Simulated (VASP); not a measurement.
# BaTiO3 (Pm-3m) in VASP: a series of runs

The runs below take BaTiO3 through single point, with PBE.

Program: VASP 6.6.1. These are calculated values, not measurements. Logs are shortened: lines on timing, memory, paths and dates and some standing lists are left out, and cuts for length are marked.

## Step 1: The cell of the first run

It takes space group Pm-3m (No. 221, cubic). Conventional cell: a = 3.935 Å, b = 3.935 Å, c = 3.935 Å, α = 90.00°, β = 90.00°, γ = 90.00°. Ba (site symmetry m-3m) has 12 O at 2.78 Å and 8 Ti at 3.41 Å within 3.7 Å. Ti (site symmetry m-3m) has 6 O at 1.97 Å within 2.6 Å. Within 2.6 Å of O (site symmetry 4/mmm) lie 2 Ti at 1.97 Å.

## Step 2: Single point, PBE

Input file INCAR:

```
PREC = Accurate
ENCUT = 520
EDIFF = 1E-6
ISMEAR = 0
SIGMA = 0.02
LREAL = F
LASPH = T
NELM = 100
ALGO = Normal
ISIF = 2
LWAVE = F
LCHARG = F
GGA = PE
NBANDS = 28
```

Input file KPOINTS:

```
Automatic mesh
0
Gamma
  8 8 8
```

Input file POSCAR:

```
BaTiO3
1.0
    3.9349811722      0.0000000000      0.0000000000
    0.0000000000      3.9349811722      0.0000000000
    0.0000000000      0.0000000000      3.9349811722
Ba Ti O
1 1 3
Direct
    0.5000000000      0.5000000000      0.5000000000
    0.0000000000      0.0000000000      0.0000000000
    0.5000000000      0.0000000000      0.0000000000
    0.0000000000      0.5000000000      0.0000000000
    0.0000000000      0.0000000000      0.5000000000
```

Potentials or basis: VASP PAW PBE potentials, release 64 (Ba_sv, Ti_sv, O).

Command:

```
> cat potpaw_PBE.64/Ba_sv/POTCAR potpaw_PBE.64/Ti_sv/POTCAR potpaw_PBE.64/O/POTCAR > POTCAR
> mpirun -np 1 vasp_std > vasp.out
```

OUTCAR:

```text
PREC = Accurate
   ENCUT = 520
   EDIFF = 1E-6
   ISMEAR = 0
   LREAL = F
   LASPH = T
   NELM = 100
   ISIF = 2
   GGA = PE

 ion  position               nearest neighbor table
   1  0.500  0.500  0.500-   3 2.78   4 2.78   5 2.78   3 2.78   4 2.78   3 2.78   5 2.78   3 2.78
                             4 2.78   5 2.78   4 2.78   5 2.78   2 3.41   2 3.41   2 3.41   2 3.41
   2  0.000  0.000  0.000-   3 1.97   4 1.97   5 1.97   5 1.97   4 1.97   3 1.97   1 3.41   1 3.41
                             1 3.41   1 3.41   1 3.41   1 3.41   1 3.41   1 3.41
   3  0.500  0.000  0.000-   2 1.97   2 1.97   1 2.78   1 2.78   1 2.78   1 2.78
   4  0.000  0.500  0.000-   2 1.97   2 1.97   1 2.78   1 2.78   1 2.78   1 2.78
   5  0.000  0.000  0.500-   2 1.97   2 1.97   1 2.78   1 2.78   1 2.78   1 2.78

  LATTYP: Found a simple cubic cell.
 ALAT       =     3.9349811722

  Lattice vectors:

 A1 = (   3.9349811722,   0.0000000000,   0.0000000000)
 A2 = (   0.0000000000,   3.9349811722,   0.0000000000)
 A3 = (   0.0000000000,   0.0000000000,   3.9349811722)

Analysis of symmetry for initial positions (statically):
=====================================================================
 Subroutine PRICEL returns:
 Original cell was already a primitive cell.

 Routine SETGRP: Setting up the symmetry group for a
 simple cubic supercell.

 Subroutine GETGRP returns: Found 48 space group operations
[... 9 lines left out ...]

 Routine SETGRP: Setting up the symmetry group for a
 simple cubic supercell.

 Subroutine GETGRP returns: Found 48 space group operations
[... 11 lines left out ...]
                                     Primitive cell

  volume of cell :      60.9296

  direct lattice vectors                    reciprocal lattice vectors
     3.934981172  0.000000000  0.000000000     0.254130822  0.000000000  0.000000000
     0.000000000  3.934981172  0.000000000     0.000000000  0.254130822  0.000000000
     0.000000000  0.000000000  3.934981172     0.000000000  0.000000000  0.254130822

  length of vectors
     3.934981172  3.934981172  3.934981172     0.254130822  0.254130822  0.254130822

  position of ions in fractional coordinates (direct lattice)
     0.500000000  0.500000000  0.500000000
     0.000000000  0.000000000  0.000000000
     0.500000000  0.000000000  0.000000000
     0.000000000  0.500000000  0.000000000
     0.000000000  0.000000000  0.500000000

  ion indices of the primitive-cell ions
   primitive index   ion index
                 1           1
                 2           2
                 3           3
                 4           4
                 5           5

----------------------------------------------------------------------------------------

 KPOINTS: Automatic mesh

Automatic generation of k-mesh.
 Grid dimensions read from file:
 generate k-points for:    8    8    8

 Generating k-lattice:

  Cartesian coordinates                     Fractional coordinates (reciprocal lattice)
     0.031766353  0.000000000  0.000000000     0.125000000  0.000000000  0.000000000
     0.000000000  0.031766353  0.000000000     0.000000000  0.125000000  0.000000000
     0.000000000  0.000000000  0.031766353     0.000000000  0.000000000  0.125000000

  Length of vectors
     0.031766353  0.031766353  0.031766353

  Shift w.r.t. Gamma in fractional coordinates (k-lattice)
     0.000000000  0.000000000  0.000000000

 Subroutine IBZKPT returns following result:
 ===========================================

 Found     35 irreducible k-points:

 Following reciprocal coordinates:
            Coordinates               Weight
  0.000000  0.000000  0.000000      1.000000
  0.125000  0.000000  0.000000      6.000000
  0.250000  0.000000  0.000000      6.000000
  0.375000  0.000000  0.000000      6.000000
  0.500000  0.000000  0.000000      3.000000
  0.125000  0.125000  0.000000     12.000000
[... 16 lines left out ...]
  0.375000  0.375000  0.125000     24.000000
  0.500000  0.375000  0.125000     24.000000
 [... further k-points ...]
   k-points           NKPTS =     35   k-points in BZ     NKDIM =     35   number of bands    NBANDS=     28
   number of dos      NEDOS =    301   number of ions     NIONS =      5
   total plane-waves  NPLWV =  27000
   dimension x,y,z NGX =    30 NGY =   30 NGZ =   30
   dimension x,y,z NGXF=    60 NGYF=   60 NGZF=   60
   ions per type =               1   1   3
   NGX,Y,Z   is equivalent  to a cutoff of  12.67, 12.67, 12.67 a.u.
   NGXF,Y,Z  is equivalent  to a cutoff of  25.35, 25.35, 25.35 a.u.
 SYSTEM =  unknown system
   PREC   = accura    normal or accurate (medium, high low for compatibility)
   ISTART =      0    job   : 0-new  1-cont  2-samecut
   ICHARG =      2    charge: 1-file 2-atom 10-const
   ISPIN  =      1    spin polarized calculation?
   LNONCOLLINEAR =      F non collinear calculations
   LSORBIT =      F    spin-orbit coupling
   LASPH  =      T    aspherical Exc in radial PAW
   ENCUT  =  520.0 eV  38.22 Ry    6.18 a.u.   7.32  7.32  7.32*2*pi/ulx,y,z
   NELM   =    100;   NELMIN=  2; NELMDL= -5     # of ELM steps
   EDIFF  = 0.1E-05   stopping-criterion for ELM
   LREAL  =      F    real-space projection
   EDIFFG = 0.1E-04   stopping-criterion for IOM
   NSW    =      0    number of steps for IOM
   IBRION =     -1    ionic relax: 0-MD 1-quasi-New 2-CG
   NFREE  =      0    steps in history (QN), initial steepest desc. (CG)
   ISIF   =      2    stress and relaxation
   ISYM   =      2    0-nonsym 1-usesym 2-fastsym
   POTIM  = 0.5000    time-step for ionic-motion
   TEBEG  =    0.0;   TEEND  =   0.0 temperature during run
   PSTRESS=    0.0 pullay stress
   NELECT =      40.0000    total number of electrons
   NUPDOWN=      -1.0000    fix difference up-down
   EMIN   =  10.00;   EMAX   =-10.00  energy-range for DOS
   EFERMI =   0.00;   METHOD = LEGACY
   ISMEAR =     0;   SIGMA  =   0.02  broadening in eV -4-tet -1-fermi 0-gaus
   EFERMI_NEDOS =   21; number of points for ismear=-14 and -15
   IALGO  =     38    algorithm
   IMIX   =      4    mixing-type and parameters
     AMIX     =   0.40;   BMIX     =  1.00
     AMIX_MAG =   1.60;   BMIX_MAG =  1.00
  volume/ion in A,a.u.               =      12.19        82.23
  Fermi-wavevector in a.u.,A,eV,Ry     =   1.422827  2.688754 27.544142  2.024437
  Thomas-Fermi vector in A             =   2.543490
   LORBIT       =      0    0 simple, 1 ext, 2 COOP (PROOUT), +10 PAW based schemes
   GGA     = PE    functional components
   LHFCALC =     F    Hartree Fock is set to
   AEXX    =    0.0000 exact exchange contribution
   IVDW    =     0    specifies the selected vdW correction
   LEPSILON=     F    determine dielectric tensor
   LRPA    =     F    only Hartree local field effects (RPA)
 non-spin polarized calculation
 Gauss-broadening in eV      SIGMA  =   0.02
  energy-cutoff  :      520.00
  volume of cell :       60.93
 maximum number of plane-waves:      1667
 NGX is ok and might be reduce to    30
   NGX = 15   NGY = 15   NGZ = 15

 number of electron      39.9999990 magnetization

 Free energy of the ion-electron system (eV)
  ---------------------------------------------------
  ext. energy  EPLUGINS =         0.00000000
  ---------------------------------------------------
  free energy    TOTEN  =       -39.78850347 eV

  energy without entropy =      -39.78850347  energy(sigma->0) =      -39.78850347

 E-fermi :   4.4579     XC(G=0): -11.5317

 val. band max:        4.2381633477   @ k =   0.5000   0.5000   0.5000
 cond. band min:       6.0825157732   @ k =   0.0000   0.0000   0.0000
 fundamental gap:      1.8443524255
 Fermi energy:         4.4578679546

 k-point     1 :       0.0000    0.0000    0.0000
  band No.  band energies     occupation
      1     -52.1824      2.00000
      2     -28.4233      2.00000
      3     -28.4233      2.00000
      4     -28.4233      2.00000
      5     -20.4684      2.00000
      6     -12.7673      2.00000
[... 20 lines left out ...]
     27       9.3466      0.00000
     28      12.2028      0.00000

 k-point     2 :       0.1250    0.0000    0.0000
  band No.  band energies     occupation
      1     -52.1822      2.00000
      2     -28.4334      2.00000
      3     -28.4230      2.00000
      4     -28.4230      2.00000
      5     -20.4459      2.00000
      6     -12.7849      2.00000
[... 20 lines left out ...]
     27       9.6776      0.00000
     28      12.5879      0.00000

 k-point     3 :       0.2500    0.0000    0.0000
  band No.  band energies     occupation
      1     -52.1817      2.00000
      2     -28.4575      2.00000
      3     -28.4220      2.00000
      4     -28.4220      2.00000
      5     -20.3905      2.00000
      6     -12.8875      2.00000
[... 20 lines left out ...]
     27      10.5533      0.00000
     28      12.8561      0.00000

 k-point     4 :       0.3750    0.0000    0.0000
  band No.  band energies     occupation
      1     -52.1812      2.00000
      2     -28.4813      2.00000
      3     -28.4210      2.00000
      4     -28.4210      2.00000
      5     -20.3337      2.00000
      6     -13.0342      2.00000
[... 20 lines left out ...]
     27      11.6043      0.00000
     28      12.7096      0.00000

 k-point     5 :       0.5000    0.0000    0.0000
  band No.  band energies     occupation
      1     -52.1810      2.00000
      2     -28.4912      2.00000
      3     -28.4207      2.00000
      4     -28.4207      2.00000
      5     -20.3097      2.00000
      6     -13.1004      2.00000
[... 20 lines left out ...]
     27      12.1271      0.00000
     28      12.6480      0.00000

 k-point     6 :       0.1250    0.1250    0.0000
  band No.  band energies     occupation
      1     -52.1820      2.00000
      2     -28.4332      2.00000
      3     -28.4326      2.00000
      4     -28.4225      2.00000
      5     -20.4245      2.00000
      6     -12.7833      2.00000
[... 463 lines left out ...]
      5     -20.2676      2.00000
      6     -12.7078      2.00000
[... 20 lines left out ...]
     27      12.6078      0.00000
     28      13.1539      0.00000

 k-point    22 :       0.5000    0.2500    0.1250
  band No.  band energies     occupation
      1     -52.1801      2.00000
      2     -28.4882      2.00000
      3     -28.4533      2.00000
      4     -28.4290      2.00000
      5     -20.2492      2.00000
      6     -12.7241      2.00000
[... 20 lines left out ...]
     27      12.8950      0.00000
     28      13.0933      0.00000

 k-point    23 :       0.3750    0.3750    0.1250
  band No.  band energies     occupation
      1     -52.1798      2.00000
      2     -28.4773      2.00000
      3     -28.4767      2.00000
      4     -28.4285      2.00000
      5     -20.2309      2.00000
      6     -12.5400      2.00000
[... 20 lines left out ...]
     27      12.8265      0.00000
     28      13.4616      0.00000

 k-point    24 :       0.5000    0.3750    0.1250
  band No.  band energies     occupation
      1     -52.1796      2.00000
      2     -28.4866      2.00000
      3     -28.4764      2.00000
      4     -28.4281      2.00000
      5     -20.2154      2.00000
      6     -12.4829      2.00000
[... 20 lines left out ...]
     27      12.7133      0.00000
     28      13.5985      0.00000

 [... further k-points ...]
[... 5 lines left out ...]
  --------------------------------------------------------------------------------------
  -------------------------------------------------------------------------------------
  Total        5.3756297      5.3756297      5.3756297      0.0000000      0.0000000      0.0000000
  in kB      141.3552533    141.3552533    141.3552533      0.0000000      0.0000000      0.0000000
  external PRESSURE =     141.3552533 kB  Pullay stress =       0.0000000 kB

 VOLUME and BASIS-vectors are now :
 -----------------------------------------------------------------------------
  energy-cutoff  :      520.00
  volume of cell :       60.93
      direct lattice vectors                 reciprocal lattice vectors
     3.934981172  0.000000000  0.000000000     0.254130822  0.000000000  0.000000000
     0.000000000  3.934981172  0.000000000     0.000000000  0.254130822  0.000000000
     0.000000000  0.000000000  3.934981172     0.000000000  0.000000000  0.254130822

 POSITION                                       TOTAL-FORCE (eV/Angst)
 -----------------------------------------------------------------------------------
      1.96749      1.96749      1.96749         0.000000      0.000000      0.000000
      0.00000      0.00000      0.00000         0.000000      0.000000      0.000000
      1.96749      0.00000      0.00000         0.000000      0.000000      0.000000
      0.00000      1.96749      0.00000         0.000000      0.000000      0.000000
      0.00000      0.00000      1.96749         0.000000      0.000000      0.000000
 -----------------------------------------------------------------------------------
    total drift:                                0.000000     -0.000000      0.000000

  FREE ENERGIE OF THE ION-ELECTRON SYSTEM (eV)
  ---------------------------------------------------
  free  energy   TOTEN  =       -39.7885034651 eV

  energy  without entropy=      -39.7885034651  energy(sigma->0) =      -39.78850347
```

Wall time 62 s (1 thread of Intel Xeon 6975P-C, shared host); peak memory 0.21 GiB.

What came out:

- Free energy: -39.7885 eV
- Pressure: 14.1 GPa
- Band gap on the k mesh: 1.84 eV, indirect (least direct gap 1.94 eV)

Levels at points of the mesh, in eV from the valence-band top:
```csv
k point,band 16,band 17,band 18,band 19,band 20,band 21,band 22,band 23,band 24,band 25
"(0.00, 0.00, 0.00)",-1.18,-1.18,-0.09,-0.09,-0.09,1.84,1.84,1.84,4.26,4.26
"(0.50, 0.00, 0.00)",-2.01,-1.89,-1.89,-0.71,-0.71,2.03,3.75,3.75,4.27,6.43
"(0.50, 0.50, 0.00)",-2.88,-1.69,-0.84,-0.84,-0.10,3.76,3.76,4.19,5.19,8.13
"(0.50, 0.50, 0.50)",-2.38,-2.38,0.00,0.00,0.00,4.48,4.48,4.48,6.96,6.96
```

Caveat: spin-orbit coupling is left out, which moves the levels of the heavy elements. A k mesh can miss the band edges.

## Step 3: Single point, PBE

This run uses another cell than the first one, of 12.68 Å³/atom, 1.041 times its volume.

Input file INCAR:

```
SYSTEM = BaTiO3
  PREC = Accurate
  ENCUT = 520
  EDIFF = 1E-7
  ISMEAR = 0
  SIGMA = 0.02
  LREAL = .False.
  LASPH = .True.
  NELM = 60
  ALGO = Normal
  ISIF = 2
  LWAVE = .False.
  LCHARG = .False.
  GGA = PE
  NBANDS = 28
```

Input file KPOINTS:

```
Automatic mesh
0
Gamma
  8 8 8
  0 0 0
```

POSCAR: that of step 2 with these lines changed.

```diff
@@ -2,5 +2,5 @@
 1.0
-    3.9349811722      0.0000000000      0.0000000000
-    0.0000000000      3.9349811722      0.0000000000
-    0.0000000000      0.0000000000      3.9349811722
+    3.9877958523      0.0000000000      0.0000000000
+    0.0000000000      3.9877958523      0.0000000000
+    0.0000000000      0.0000000000      3.9877958523
 Ba Ti O
```

Potentials or basis: VASP PAW PBE potentials, release 64 (Ba_sv, Ti_sv, O).

Command:

```
> cat potpaw_PBE.64/Ba_sv/POTCAR potpaw_PBE.64/Ti_sv/POTCAR potpaw_PBE.64/O/POTCAR > POTCAR
> mpirun -np 1 vasp_std > vasp.out
```

Run time: 73 s. Hardware: 1 thread of Intel Xeon 6975P-C, shared host; peak memory 0.21 GiB.

It converged, with:

```
Free energy            : -39.9445 eV
Pressure               : 5.9 GPa
Band gap on the k mesh : 1.77 eV, indirect (least direct gap 1.90 eV)
```

Levels at points of the mesh, in eV from the valence-band top:
```tsv
k point	band 16	band 17	band 18	band 19	band 20	band 21	band 22	band 23	band 24	band 25
(0.00, 0.00, 0.00)	-1.11	-1.11	-0.14	-0.14	-0.14	1.77	1.77	1.77	3.98	3.98
(0.50, 0.00, 0.00)	-1.95	-1.84	-1.84	-0.71	-0.71	1.93	3.54	3.54	3.99	6.03
(0.50, 0.50, 0.00)	-2.73	-1.72	-0.87	-0.87	-0.09	3.55	3.55	3.97	4.85	7.79
(0.50, 0.50, 0.50)	-2.40	-2.40	0.00	0.00	0.00	4.23	4.23	4.23	6.77	6.77
```

Caveat: spin-orbit coupling is left out, which moves the levels of the heavy elements.

(Part 1 of 2 ends here.)
